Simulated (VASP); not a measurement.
Runs of VASP 6.6.1 on LiAl2. The structure is that of space group P6/mmm (No. 191), or close to it. The cells are those of the table. 

```csv
task,cell,k mesh,cutoff (eV),gap on the mesh (eV),pressure (GPa),relaxed volume (Å³/atom)
single point,"a = 4.504, b = 4.504, c = 3.048 Å, angles 90.0, 90.0, 120.0°, 3 atoms",6 × 6 × 6,520,none,-,-
relaxation of cell and atoms,"relaxed from a = 4.504, b = 4.504, c = 3.048 Å, angles 90.0, 90.0, 120.0°, 3 atoms",12 × 12 × 16,600,none,0.0,(a)
single point,"a = 4.559, b = 4.559, c = 2.942 Å, angles 90.0, 90.0, 120.0°, 3 atoms",12 × 12 × 16,520,none,-,-
relaxation of cell and atoms,"relaxed from a = 4.263, b = 4.263, c = 2.710 Å, angles 90.0, 90.0, 120.0°, 3 atoms",6 × 6 × 6,600,none,-0.3,17.89
single point,"a = 4.263, b = 4.263, c = 2.710 Å, angles 90.0, 90.0, 120.0°, 3 atoms",6 × 6 × 6,520,none,-,-
```

Alike in all rows: level PBE; potentials or basis VASP PAW PBE potentials, release 64 (Li_sv, Al); no spin polarisation; smearing gaussian 0.1 eV.

**Question.** Estimate the missing entries.

**Answer.** (a) 17.64.

Caveats: some runs use coarse meshes; the cutoff is under 1.25 times the usual one of these potentials, so pressure, stress and relaxed cells hold a basis-set (Pulay) error; the volume moved by over 15 % at a fixed basis, so the end points are rough (at least some runs).

A gap of «none» marks levels without a gap at the run's occupations.
